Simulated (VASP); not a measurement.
# Sc (P6_3/mmc) in VASP: notebook, part 2 of 2

VASP 6.6.1. The steps go on from the part before.

## 5. Single point, RPBE (26.77 Å³/atom)

This run uses another cell than the first one, of 26.77 Å³/atom.

Input file INCAR:

```
SYSTEM = Sc
PREC = Accurate ; ENCUT = 520
EDIFF = 1E-6 ; ISMEAR = -1
SIGMA = 0.1 ; LREAL = .False.
LASPH = .True. ; NELM = 100
ALGO = Normal ; ISIF = 2
LWAVE = .False. ; LCHARG = .False.
GGA = RP ; NBANDS = 30
```

Input file KPOINTS:

```
regular mesh
0
Gamma
  12 12 4
  0 0 0
```

Input file POSCAR:

```
Sc
1.0
    3.3823482320      0.0000000000      0.0000000000
   -1.6911741160      2.9291994933      0.0000000000
    0.0000000000      0.0000000000     10.8081850924
Sc
4
Direct
    1.0000000000      1.0000000000      0.0000000000
    1.0000000000      1.0000000000      0.5000000000
    0.3333333333      0.6666666667      0.2500000000
    0.6666666667      0.3333333333      0.7500000000
```

Potentials or basis: VASP PAW PBE potentials, release 64 (Sc_sv).

Started as:

```sh
cat potpaw_PBE.64/Sc_sv/POTCAR > POTCAR
mpirun -np 1 vasp_std > vasp.out
```

OUTCAR:

```text
SYSTEM = Sc
   PREC = Accurate
   ENCUT = 520
   EDIFF = 1E-6
   ISMEAR = -1
   LREAL = .False.
   LASPH = .True.
   NELM = 100
   ISIF = 2
   GGA = RP

 ion  position               nearest neighbor table
   1  0.000  0.000  0.000-   3 3.33   4 3.33   3 3.33   4 3.33   4 3.33   3 3.33
   2  0.000  0.000  0.500-   3 3.33   4 3.33   3 3.33   4 3.33   4 3.33   3 3.33
   3  0.333  0.667  0.250-   1 3.33   2 3.33   1 3.33   2 3.33   1 3.33   2 3.33
   4  0.667  0.333  0.750-   1 3.33   2 3.33   1 3.33   2 3.33   1 3.33   2 3.33

  LATTYP: Found a hexagonal cell.
 ALAT       =     3.3823482320
 C/A-ratio  =     3.1954678676

  Lattice vectors:

 A1 = (   3.3823482320,   0.0000000000,   0.0000000000)
 A2 = (  -1.6911741160,   2.9291994933,   0.0000000000)
 A3 = (   0.0000000000,   0.0000000000,  10.8081850924)

Analysis of symmetry for initial positions (statically):
=====================================================================
 Subroutine PRICEL returns:
 Original cell was already a primitive cell.

 Routine SETGRP: Setting up the symmetry group for a
 hexagonal supercell.

 Subroutine GETGRP returns: Found 24 space group operations
 (whereof 12 operations were pure point group operations)
 out of a pool of 24 trial point group operations.

The static configuration has the point symmetry D_3d.
 The point group associated with its full space group is D_6h.

Analysis of symmetry for dynamics (positions and initial velocities):
=====================================================================
 Subroutine PRICEL returns:
 Original cell was already a primitive cell.

 Routine SETGRP: Setting up the symmetry group for a
 hexagonal supercell.

 Subroutine GETGRP returns: Found 24 space group operations
 (whereof 12 operations were pure point group operations)
 out of a pool of 24 trial point group operations.

The dynamic configuration has the point symmetry D_3d.
 The point group associated with its full space group is D_6h.

 Subroutine INISYM returns: Found 24 space group operations
[... 121 lines left out ...]
     AMIX_MAG =   1.60;   BMIX_MAG =  1.00
  volume/ion in A,a.u.               =      26.77       180.66
  Fermi-wavevector in a.u.,A,eV,Ry     =   1.217080  2.299947 20.154081  1.481283
  Thomas-Fermi vector in A             =   2.352412
   LORBIT       =      0    0 simple, 1 ext, 2 COOP (PROOUT), +10 PAW based schemes
   GGA     = RP    functional components
   LHFCALC =     F    Hartree Fock is set to
   AEXX    =    0.0000 exact exchange contribution
   IVDW    =     0    specifies the selected vdW correction
   LEPSILON=     F    determine dielectric tensor
   LRPA    =     F    only Hartree local field effects (RPA)
 non-spin polarized calculation
  energy-cutoff  :      520.00
  volume of cell :      107.08
 maximum number of plane-waves:      2932
 NGX is ok and might be reduce to    28
   NGX = 13   NGY = 13   NGZ = 41

 number of electron      44.0000005 magnetization

 Free energy of the ion-electron system (eV)
  ---------------------------------------------------
  ext. energy  EPLUGINS =         0.00000000
  ---------------------------------------------------
  free energy    TOTEN  =       -23.78215023 eV

  energy without entropy =      -23.51077634  energy(sigma->0) =      -23.64646328

 E-fermi :   3.3546     XC(G=0):  -9.4343

 val. band max:        3.3504162700   @ k =   0.3333   0.1667   0.2500
 cond. band min:       3.3587833237   @ k =   0.3333   0.2500   0.2500
 fundamental gap:      0.0083670537
 Fermi energy:         3.3545641352

 k-point     1 :       0.0000    0.0000    0.0000
  band No.  band energies     occupation
      1     -46.4434      2.00000
      2     -46.4242      2.00000
      3     -46.4184      2.00000
      4     -46.3991      2.00000
      5     -25.1332      2.00000
      6     -24.9948      2.00000
[... 781 lines left out ...]
     29       4.9028      0.00000
     30       5.2626      0.00000

 [... further k-points ...]

------------------------ aborting loop because EDIFF is reached ----------------------------------------

  FORCE on cell =-STRESS in cart. coord.  units (eV):
  Direction    XX          YY          ZZ          XY          YZ          ZX
  --------------------------------------------------------------------------------------
  -------------------------------------------------------------------------------------
  Total       -1.2010582     -1.2010582     -1.1834124     -0.0000000      0.0000000      0.0000000
  in kB      -17.9702699    -17.9702699    -17.7062533     -0.0000000      0.0000000      0.0000000
  external PRESSURE =     -17.8822644 kB  Pullay stress =       0.0000000 kB

 VOLUME and BASIS-vectors are now :
 -----------------------------------------------------------------------------
  energy-cutoff  :      520.00
  volume of cell :      107.08
      direct lattice vectors                 reciprocal lattice vectors
     3.382348232  0.000000000  0.000000000     0.295652586  0.170695100  0.000000000
    -1.691174116  2.929199493  0.000000000     0.000000000  0.341390200  0.000000000
     0.000000000  0.000000000 10.808185092     0.000000000  0.000000000  0.092522472

 POSITION                                       TOTAL-FORCE (eV/Angst)
 -----------------------------------------------------------------------------------
      0.00000      0.00000      0.00000        -0.000000      0.000000     -0.000000
      0.00000      0.00000      5.40409         0.000000      0.000000     -0.000000
     -0.00000      1.95280      2.70205        -0.000000      0.000000      0.000000
      1.69117      0.97640      8.10614         0.000000     -0.000000     -0.000000
 -----------------------------------------------------------------------------------
    total drift:                                0.000000     -0.000000      0.000000

  FREE ENERGIE OF THE ION-ELECTRON SYSTEM (eV)
  ---------------------------------------------------
  free  energy   TOTEN  =       -23.7821502259 eV

  energy  without entropy=      -23.5107763437  energy(sigma->0) =      -23.64646328
```

stdout:

```text
POSCAR found type information on POSCAR Sc
 POSCAR found :  1 types and       4 ions
 scaLAPACK will be used
 -----------------------------------------------------------------------------
|                                                                             |
|                                                                             |
|     You enforced a specific xc type in the INCAR file but a different       |
|     I HOPE YOU KNOW WHAT YOU ARE DOING!                                     |
|                                                                             |
 -----------------------------------------------------------------------------

 LDA part: xc-table for (Slater+PW92), standard interpolation
 POSCAR, INCAR and KPOINTS ok, starting setup
 FFT: planning ... GRIDC
 FFT: planning ... GRID_SOFT
 FFT: planning ... GRID
 WAVECAR not read
 entering main loop
```

It took 6 min on 1 thread of Oxide Virtual Turin-like, shared host; peak memory 0.28 GiB.

What came out:

```
Free energy            : -23.7822 eV
Pressure               : -1.8 GPa
Band gap on the k mesh : zero (bands 22 and 23 overlap by 1.05 eV)
```

Levels at points of the mesh, in eV from the Fermi level:
| k point | band 18 | band 19 | band 20 | band 21 | band 22 | band 23 | band 24 | band 25 | band 26 | band 27 |
| --- | --- | --- | --- | --- | --- | --- | --- | --- | --- | --- |
| (0.00, 0.00, 0.00) | -3.61 | -3.59 | -1.59 | 0.22 | 0.79 | 0.83 | 1.39 | 1.39 | 1.41 | 1.41 |
| (0.50, 0.00, 0.00) | -1.42 | -1.16 | -1.13 | -0.43 | -0.34 | -0.26 | 0.10 | 0.83 | 1.08 | 1.34 |
| (0.00, 0.00, 0.50) | -4.63 | -2.28 | -2.28 | 0.35 | 0.35 | 1.35 | 1.35 | 1.48 | 1.48 | 1.48 |
| (0.50, 0.00, 0.50) | -1.50 | -1.21 | -1.21 | -0.36 | -0.36 | -0.11 | -0.11 | 1.10 | 1.10 | 1.36 |

Caveat: the PAW data sets were made with another functional, which shifts forces and pressure a little.

## 6. The runs side by side

```csv
cell,gap on the mesh (eV),pressure (GPa)
"a = 3.247, b = 3.247, c = 10.375 Å, angles 90.0, 90.0, 120.0°, 4 atoms",none,4.7
"a = 3.293, b = 3.293, c = 10.524 Å, angles 90.0, 90.0, 120.0°, 4 atoms",none,2.2
"a = 3.338, b = 3.338, c = 10.668 Å, angles 90.0, 90.0, 120.0°, 4 atoms",none,0.0
"a = 3.382, b = 3.382, c = 10.808 Å, angles 90.0, 90.0, 120.0°, 4 atoms",none,-1.8
```

Alike in all rows: task single point; level RPBE; potentials or basis VASP PAW PBE potentials, release 64 (Sc_sv); no spin polarisation; k mesh 12 × 12 × 4; cutoff (eV) 520; smearing fermi-dirac 0.1 eV.

Caveats: the PAW data sets were made with another functional, which shifts forces and pressure a little; the cell stands under pressure (at least some runs).

Absolute energies hang on the potentials; compare differences alone.
